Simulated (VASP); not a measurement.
# In (C2/m) in VASP: further runs

In is run at these levels: PBE; tasks: single point.

All numbers are computed with VASP 6.6.1; they aren't measurements. Logs are shortened: lines on timing, memory, paths and dates and some standing lists are left out, and cuts for length are marked.

### Step 1. The cell of the first run

The structure is monoclinic, space group C2/m (No. 12). The conventional cell has a = 4.608 Å, b = 4.731 Å, c = 3.371 Å, α = 90.00°, β = 131.51°, γ = 90.00°. In (site symmetry 2/m) has 12 In at 3.30 to 3.47 Å within 4.3 Å.

### Step 2. Single point, PBE

Contents of INCAR:

```
SYSTEM = In
  ALGO = Normal
  EDIFF = 1E-7
  ENCUT = 520
  GGA = PE
  ISIF = 2
  ISMEAR = 0
  LASPH = .True.
  LCHARG = .False.
  LREAL = .False.
  LWAVE = .False.
  NBANDS = 12
  NELM = 80
  PREC = Accurate
  SIGMA = 0.3
```

Contents of KPOINTS:

```
k-points
0
Gamma
  11 11 14
  0 0 0
```

Contents of POSCAR:

```
In
1.0
   -1.6482197047      1.6973406184      2.5249789927
    1.6973406184     -1.6482197047      2.5249789927
    1.6043570008      1.6043570008     -2.4927016059
In
1
Direct
    0.0000000000      0.0000000000      0.0000000000
```

Potentials or basis: VASP PAW PBE potentials, release 64 (In_d).

Started as:

```bash
> cat potpaw_PBE.64/In_d/POTCAR > POTCAR
> mpirun -np 1 vasp_std > vasp.out
```

OUTCAR:

```text
SYSTEM = In
   EDIFF = 1E-7
   ENCUT = 520
   GGA = PE
   ISIF = 2
   ISMEAR = 0
   LASPH = .True.
   LREAL = .False.
   NELM = 80
   PREC = Accurate

 ion  position               nearest neighbor table
   1  0.000  0.000  0.000-

  Warning from LATTYP: Got some problem with cell dimensions!
  Tried to take original basis but could not verify dimensions!
  LATTYP: Found a base centered monoclinic cell.
 ALAT       =     4.6077265532
 B/A-ratio  =     1.0268267285
 C/A-ratio  =     0.7315277982
 COS(beta)  =    -0.6627023839

  Lattice vectors:

 A1 = (   0.0438627039,  -3.3016976192,  -0.0322773868)
 A2 = (  -3.3016976192,   0.0438627039,  -0.0322773868)
 A3 = (   1.6043570008,   1.6043570008,  -2.4927016059)

Analysis of symmetry for initial positions (statically):
=====================================================================
 Subroutine PRICEL returns:
 Original cell was already a primitive cell.

 Routine SETGRP: Setting up the symmetry group for a
 base centered monoclinic supercell.

 Subroutine GETGRP returns: Found  4 space group operations
 (whereof  4 operations were pure point group operations)
 out of a pool of  4 trial point group operations.

The static configuration has the point symmetry C_2h.

Analysis of symmetry for dynamics (positions and initial velocities):
=====================================================================
 Subroutine PRICEL returns:
 Original cell was already a primitive cell.

 Routine SETGRP: Setting up the symmetry group for a
 base centered monoclinic supercell.

 Subroutine GETGRP returns: Found  4 space group operations
 (whereof  4 operations were pure point group operations)
 out of a pool of  4 trial point group operations.

The dynamic configuration has the point symmetry C_2h.

 Subroutine INISYM returns: Found  4 space group operations
 (whereof  4 operations are pure point group operations),
 and found     1 'primitive' translations

----------------------------------------------------------------------------------------

                                     Primitive cell

  volume of cell :      27.5152

  direct lattice vectors                    reciprocal lattice vectors
    -1.648219705  1.697340618  2.524978993     0.002091654  0.300995246  0.195073325
     1.697340618 -1.648219705  2.524978993     0.300995246  0.002091654  0.195073325
     1.604357001  1.604357001 -2.492701606     0.307011499  0.307011499 -0.005972598

  length of vectors
     3.460218531  3.460218531  3.370680060     0.358686654  0.358686654  0.434220903

  position of ions in fractional coordinates (direct lattice)
     0.000000000  0.000000000  0.000000000

  ion indices of the primitive-cell ions
   primitive index   ion index
                 1           1

----------------------------------------------------------------------------------------

 KPOINTS: k-points

Automatic generation of k-mesh.
 Grid dimensions read from file:
 generate k-points for:   11   11   14

 Generating k-lattice:

  Cartesian coordinates                     Fractional coordinates (reciprocal lattice)
     0.000190150  0.027363204  0.017733939     0.090909091  0.000000000 -0.000000000
     0.027363204  0.000190150  0.017733939     0.000000000  0.090909091 -0.000000000
     0.021929393  0.021929393 -0.000426614     0.000000000  0.000000000  0.071428571

  Length of vectors
     0.032607878  0.032607878  0.031015779

  Shift w.r.t. Gamma in fractional coordinates (k-lattice)
     0.000000000  0.000000000  0.000000000

 Subroutine IBZKPT returns following result:
 ===========================================

 Found    468 irreducible k-points:

 Following reciprocal coordinates:
            Coordinates               Weight
  0.000000  0.000000  0.000000      1.000000
  0.090909  0.000000 -0.000000      4.000000
  0.181818  0.000000 -0.000000      4.000000
  0.272727 -0.000000 -0.000000      4.000000
  0.363636  0.000000 -0.000000      4.000000
  0.454545  0.000000 -0.000000      4.000000
[... 16 lines left out ...]
 -0.272727  0.181818 -0.000000      4.000000
 -0.181818  0.181818  0.000000      2.000000
 [... further k-points ...]
   k-points           NKPTS =    468   k-points in BZ     NKDIM =    468   number of bands    NBANDS=     12
   number of dos      NEDOS =    301   number of ions     NIONS =      1
   total plane-waves  NPLWV =  21952
   dimension x,y,z NGX =    28 NGY =   28 NGZ =   28
   dimension x,y,z NGXF=    56 NGYF=   56 NGZF=   56
   ions per type =               1
   NGX,Y,Z   is equivalent  to a cutoff of  13.45, 13.45, 13.81 a.u.
   NGXF,Y,Z  is equivalent  to a cutoff of  26.91, 26.91, 27.62 a.u.
 SYSTEM =  In
   PREC   = accura    normal or accurate (medium, high low for compatibility)
   ISTART =      0    job   : 0-new  1-cont  2-samecut
   ICHARG =      2    charge: 1-file 2-atom 10-const
   ISPIN  =      1    spin polarized calculation?
   LNONCOLLINEAR =      F non collinear calculations
   LSORBIT =      F    spin-orbit coupling
   LASPH  =      T    aspherical Exc in radial PAW
   ENCUT  =  520.0 eV  38.22 Ry    6.18 a.u.   6.43  6.43  6.27*2*pi/ulx,y,z
   NELM   =     80;   NELMIN=  2; NELMDL= -5     # of ELM steps
   EDIFF  = 0.1E-06   stopping-criterion for ELM
   LREAL  =      F    real-space projection
   EDIFFG = 0.1E-05   stopping-criterion for IOM
   NSW    =      0    number of steps for IOM
   IBRION =     -1    ionic relax: 0-MD 1-quasi-New 2-CG
   NFREE  =      0    steps in history (QN), initial steepest desc. (CG)
   ISIF   =      2    stress and relaxation
   ISYM   =      2    0-nonsym 1-usesym 2-fastsym
   POTIM  = 0.5000    time-step for ionic-motion
   TEBEG  =    0.0;   TEEND  =   0.0 temperature during run
   PSTRESS=    0.0 pullay stress
   NELECT =      13.0000    total number of electrons
   NUPDOWN=      -1.0000    fix difference up-down
   EMIN   =  10.00;   EMAX   =-10.00  energy-range for DOS
   EFERMI =   0.00;   METHOD = LEGACY
   ISMEAR =     0;   SIGMA  =   0.30  broadening in eV -4-tet -1-fermi 0-gaus
   EFERMI_NEDOS =   21; number of points for ismear=-14 and -15
   IALGO  =     38    algorithm
   IMIX   =      4    mixing-type and parameters
     AMIX     =   0.40;   BMIX     =  1.00
     AMIX_MAG =   1.60;   BMIX_MAG =  1.00
  volume/ion in A,a.u.               =      27.52       185.68
  Fermi-wavevector in a.u.,A,eV,Ry     =   1.275064  2.409521 22.120188  1.625788
  Thomas-Fermi vector in A             =   2.407797
   LORBIT       =      0    0 simple, 1 ext, 2 COOP (PROOUT), +10 PAW based schemes
   GGA     = PE    functional components
   LHFCALC =     F    Hartree Fock is set to
   AEXX    =    0.0000 exact exchange contribution
   IVDW    =     0    specifies the selected vdW correction
   LEPSILON=     F    determine dielectric tensor
   LRPA    =     F    only Hartree local field effects (RPA)
 non-spin polarized calculation
 Gauss-broadening in eV      SIGMA  =   0.30
  energy-cutoff  :      520.00
  volume of cell :       27.52
 maximum number of plane-waves:       753
 NGX is ok and might be reduce to    28
   NGX = 13   NGY = 13   NGZ = 13

 number of electron      12.9999999 magnetization

 Free energy of the ion-electron system (eV)
  ---------------------------------------------------
  ext. energy  EPLUGINS =         0.00000000
  ---------------------------------------------------
  free energy    TOTEN  =        -2.57004826 eV

  energy without entropy =       -2.54814341  energy(sigma->0) =       -2.55909583

 E-fermi :   6.9601     XC(G=0): -10.0154

 val. band max:        6.9498905069   @ k =   0.3636   0.3636  -0.0000
 cond. band min:       6.9603749566   @ k =  -0.2727   0.3636   0.1429
 fundamental gap:      0.0104844497
 Fermi energy:         6.9600801407

 k-point     1 :       0.0000    0.0000    0.0000
  band No.  band energies     occupation
      1      -7.6924      2.00000
      2      -7.6092      2.00000
      3      -7.5754      2.00000
      4      -7.5269      2.00000
      5      -7.4288      2.00000
      6      -2.2410      2.00000
      7      16.7612      0.00000
      8      17.0148      0.00000
      9      17.4797      0.00000
     10      18.5313      0.00000
     11      20.2276      0.00000
     12      20.5662      0.00000

 k-point     2 :       0.0909    0.0000   -0.0000
  band No.  band energies     occupation
      1      -7.6815      2.00000
      2      -7.6080      2.00000
      3      -7.5690      2.00000
      4      -7.5218      2.00000
      5      -7.4328      2.00000
      6      -2.0698      2.00000
      7      14.9039      0.00000
      8      16.6922      0.00000
      9      17.1093      0.00000
     10      18.3397      0.00000
     11      20.7661      0.00000
     12      21.0702      0.00000

 k-point     3 :       0.1818    0.0000   -0.0000
  band No.  band energies     occupation
      1      -7.6628      2.00000
      2      -7.6144      2.00000
      3      -7.5542      2.00000
      4      -7.4936      2.00000
      5      -7.4367      2.00000
      6      -1.5515      2.00000
      7      11.9430      0.00000
      8      16.0925      0.00000
      9      16.5275      0.00000
     10      18.2476      0.00000
     11      19.8901      0.00000
     12      21.9889      0.00000

 k-point     4 :       0.2727   -0.0000   -0.0000
  band No.  band energies     occupation
      1      -7.6574      2.00000
      2      -7.6323      2.00000
      3      -7.5507      2.00000
      4      -7.4355      2.00000
      5      -7.4209      2.00000
      6      -0.6785      2.00000
      7       9.1018      0.00000
      8      15.3421      0.00000
      9      16.1540      0.00000
     10      18.1959      0.00000
     11      19.0619      0.00000
     12      20.9065      0.00000

 k-point     5 :       0.3636    0.0000   -0.0000
  band No.  band energies     occupation
      1      -7.6671      2.00000
      2      -7.6485      2.00000
      3      -7.5626      2.00000
      4      -7.3914      2.00000
      5      -7.3694      2.00000
      6       0.5456      2.00000
      7       6.5312      1.95678
      8      14.7452      0.00000
      9      15.9321      0.00000
     10      18.1685      0.00000
     11      18.5217      0.00000
     12      20.0446      0.00000
[... 228 lines left out ...]
      1      -7.6930      2.00000
      2      -7.5955      2.00000
      3      -7.5249      2.00000
      4      -7.4434      2.00000
      5      -7.3301      2.00000
      6       1.7273      2.00000
      7       6.2058      1.99962
      8      12.2192      0.00000
      9      13.1694      0.00000
     10      15.9970      0.00000
     11      20.4977      0.00000
     12      21.2370      0.00000

 k-point    22 :      -0.3636    0.1818    0.0000
  band No.  band energies     occupation
      1      -7.6935      2.00000
      2      -7.5907      2.00000
      3      -7.5119      2.00000
      4      -7.4659      2.00000
      5      -7.3648      2.00000
      6       0.3859      2.00000
      7       8.5905      0.00000
      8      13.1164      0.00000
      9      13.4768      0.00000
     10      16.0178      0.00000
     11      18.5734      0.00000
     12      21.6459      0.00000

 k-point    23 :      -0.2727    0.1818   -0.0000
  band No.  band energies     occupation
      1      -7.6853      2.00000
      2      -7.5711      2.00000
      3      -7.5122      2.00000
      4      -7.4951      2.00000
      5      -7.4171      2.00000
      6      -0.6258      2.00000
      7      11.2564      0.00000
      8      13.6899      0.00000
      9      14.3693      0.00000
     10      16.3752      0.00000
     11      17.0018      0.00000
     12      22.4774      0.00000

 k-point    24 :      -0.1818    0.1818    0.0000
  band No.  band energies     occupation
      1      -7.6655      2.00000
      2      -7.5733      2.00000
      3      -7.5360      2.00000
      4      -7.5122      2.00000
      5      -7.4451      2.00000
      6      -1.2843      2.00000
      7      13.6900      0.00000
      8      14.4592      0.00000
      9      14.5794      0.00000
     10      16.2977      0.00000
     11      17.9149      0.00000
     12      22.8515      0.00000

 [... further k-points ...]
[... 5 lines left out ...]
  --------------------------------------------------------------------------------------
  -------------------------------------------------------------------------------------
  Total        0.0160762      0.0160762     -0.0305960     -0.0147590     -0.0370950     -0.0370950
  in kB        0.9360973      0.9360973     -1.7815719     -0.8593995     -2.1600020     -2.1599993
  external PRESSURE =       0.0302076 kB  Pullay stress =       0.0000000 kB

 VOLUME and BASIS-vectors are now :
 -----------------------------------------------------------------------------
  energy-cutoff  :      520.00
  volume of cell :       27.52
      direct lattice vectors                 reciprocal lattice vectors
    -1.648219705  1.697340618  2.524978993     0.002091654  0.300995246  0.195073325
     1.697340618 -1.648219705  2.524978993     0.300995246  0.002091654  0.195073325
     1.604357001  1.604357001 -2.492701606     0.307011499  0.307011499 -0.005972598

 POSITION                                       TOTAL-FORCE (eV/Angst)
 -----------------------------------------------------------------------------------
      0.00000      0.00000      0.00000         0.000000      0.000000      0.000000
 -----------------------------------------------------------------------------------
    total drift:                               -0.000000     -0.000000      0.000000

  FREE ENERGIE OF THE ION-ELECTRON SYSTEM (eV)
  ---------------------------------------------------
  free  energy   TOTEN  =        -2.5700482572 eV

  energy  without entropy=       -2.5481434074  energy(sigma->0) =       -2.55909583
```

Wall time 57 s (1 thread of Intel Xeon 6975P-C (Granite Rapids), shared host); peak memory 0.27 GiB.

What came out:

```yaml
Free_energy: -2.5700 eV
Pressure: 0.0 GPa
Band_gap_on_the_k_mesh: zero (an odd number of electrons rules out a gap without spin polarisation)
```

Caveat: so wide a smearing shifts energies and pressures; spin-orbit coupling is left out, which moves the levels of the heavy elements.

### Step 3. Single point, PBE

Contents of INCAR:

```
PREC = Accurate
ENCUT = 520
EDIFF = 1E-6
ISMEAR = 0
SIGMA = 0.6
LREAL = False
LASPH = True
NELM = 80
ALGO = Normal
ISIF = 2
LWAVE = False
LCHARG = False
GGA = PE
NBANDS = 12
```

Contents of KPOINTS:

```
regular mesh
0
Gamma
  11 11 14
```

POSCAR is that of step 2.

Potentials or basis: VASP PAW PBE potentials, release 64 (In_d).

Started as:

```bash
> cat potpaw_PBE.64/In_d/POTCAR > POTCAR
> mpirun -np 1 vasp_std > vasp.out
```

Wall time 51 s (1 thread of Intel Xeon 6975P-C (Granite Rapids), shared host); peak memory 0.27 GiB.

The run converged. Its results:

| Item | Value |
| --- | --- |
| Free energy | -2.6027 eV |
| Pressure | 0.2 GPa |
| Band gap on the k mesh | zero (an odd number of electrons rules out a gap without spin polarisation) |

Stress tensor (GPa, compression positive):
```
 0.25  0.02 -0.16
 0.02  0.25 -0.16
-0.16 -0.16  0.04
```

Levels at points of the mesh, in eV from the Fermi level:
| k point | band 2 | band 3 | band 4 | band 5 | band 6 | band 7 | band 8 | band 9 | band 10 | band 11 |
| --- | --- | --- | --- | --- | --- | --- | --- | --- | --- | --- |
| (0.00, 0.00, 0.00) | -14.57 | -14.54 | -14.49 | -14.39 | -9.20 | 9.80 | 10.05 | 10.52 | 11.57 | 13.27 |
| (0.00, 0.00, 0.50) | -14.69 | -14.32 | -14.29 | -14.22 | -1.64 | -1.52 | 3.25 | 3.64 | 6.54 | 7.00 |

Caveat: so wide a smearing shifts energies and pressures; spin-orbit coupling is left out, which moves the levels of the heavy elements.
